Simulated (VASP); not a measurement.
Here is a VASP 6.6.1 calculation.

The input POSCAR:

```
GaN
1.0
    3.1353519534      0.0000000000      0.0000000000
   -1.5676759767      2.7152944415      0.0000000000
    0.0000000000      0.0000000000      5.1058422989
Ga N
2 2
Direct
    0.3333333333      0.6666666667      0.9991101046
    0.6666666667      0.3333333333      0.4991101046
    0.3333333333      0.6666666667      0.3758898954
    0.6666666667      0.3333333333      0.8758898954
```

File INCAR.step1:

```
ALGO     = Normal         # electronic algorithm
EDIFF    = 1E-4           # SCF threshold, eV
ENCUT    = 520            # plane-wave cutoff, eV
GGA      = PE             # functional
ISMEAR   = 0              # smearing method
LASPH    = T              # aspherical terms in the spheres
LCHARG   = F              # write CHGCAR
LREAL    = F              # projectors in reciprocal space
LWAVE    = T              # write WAVECAR
NBANDS   = 26             # bands
NELM     = 80             # most SCF steps
PREC     = Accurate       # precision mode
SIGMA    = 0.05           # smearing width, eV
```

The input INCAR.step2:

```
ALGO     = Normal         # electronic algorithm
EDIFF    = 1E-7           # SCF threshold, eV
ENCUT    = 520            # plane-wave cutoff, eV
ISIF     = 2              # what is computed and relaxed
ISMEAR   = 0              # smearing method
ISTART   = 1            
LASPH    = T              # aspherical terms in the spheres
LCHARG   = F              # write CHGCAR
LMIXTAU  = T            
LREAL    = F              # projectors in reciprocal space
LWAVE    = F              # write WAVECAR
METAGGA  = R2SCAN         # meta-GGA
NBANDS   = 26             # bands
NELM     = 80             # most SCF steps
PREC     = Accurate       # precision mode
SIGMA    = 0.05           # smearing width, eV
```

KPOINTS

```
k-points
0
Gamma
  12 12 6
```

Potentials or basis: VASP PAW PBE potentials, release 64 (Ga_d, N).

Launch:

```console
$ cat potpaw_PBE.64/Ga_d/POTCAR potpaw_PBE.64/N/POTCAR > POTCAR
$ cp INCAR.step1 INCAR
$ mpirun -np 1 vasp_std > vasp.out
$ cp INCAR.step2 INCAR
$ mpirun -np 1 vasp_std > vasp.out
```

Task: What does it give for the pressure?

Result: 11.1 GPa.

Task: Estimate the largest force.

Result: 0.013 eV/Å.

Task: Estimate the band gap on the k mesh.

Result: 2.66 eV.

Stress tensor (GPa, compression positive):
```
11.18  0.00  0.00
 0.00 11.18  0.00
 0.00  0.00 10.92
```

Caveat: the cell differs from its parent crystal (strain -0.015 along x and y, -0.015 along z); the cell stands under pressure; the PAW data sets were made with another functional, which shifts forces and pressure a little.
